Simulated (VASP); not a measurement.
A run of VASP 6.6.1:

Contents of INCAR:

```
  PREC = Accurate
  ENCUT = 520
  EDIFF = 1E-6
  ISMEAR = 0
  SIGMA = 0.1
  LREAL = F
  LASPH = T
  NELM = 60
  ALGO = Normal
  ISIF = 2
  LWAVE = F
  LCHARG = T
  LDIPOL = T
  IDIPOL = 3
  DIPOL = 0.5 0.5 0.337
  GGA = CA
  LELF = T
  LVHAR = T
  LVACPOTAV = T
  NBANDS = 15
```

File KPOINTS:

```
regular mesh
0
Gamma
  8 5 1
```

POSCAR

```
Mg4O
1.0
    3.1466128697      0.0000000000      0.0000000000
    0.0000000000      5.0388886589      0.0000000000
    0.0000000000      0.0000000000     20.5846139733
Mg O
4 1
Direct
    0.0000000000      0.7500000000      0.1943198937
    0.5000000000      0.2500000000      0.2384474589
    0.5000000000      0.7500000000      0.3306067122
    0.0000000000      0.2500000000      0.3684603453
    0.5000000000      0.7500000000      0.5545216436
```

Potentials or basis: VASP PAW LDA potentials, release 64 (Mg, O).

Run with:

```console
$ cat potpaw_LDA.64/Mg/POTCAR potpaw_LDA.64/O/POTCAR > POTCAR
$ mpirun -np 1 vasp_std > vasp.out
```

Hardware: 1 thread of Intel(R) Xeon(R) 6975P-C (Granite Rapids), with other jobs on the host.

**Question.** Estimate the wall time of this run.

**Answer.** Wall time 71 s on 1 thread of Intel(R) Xeon(R) 6975P-C (Granite Rapids), with other jobs on the host, peak memory 0.33 GiB. Counts: scf iterations 29, k points 15.
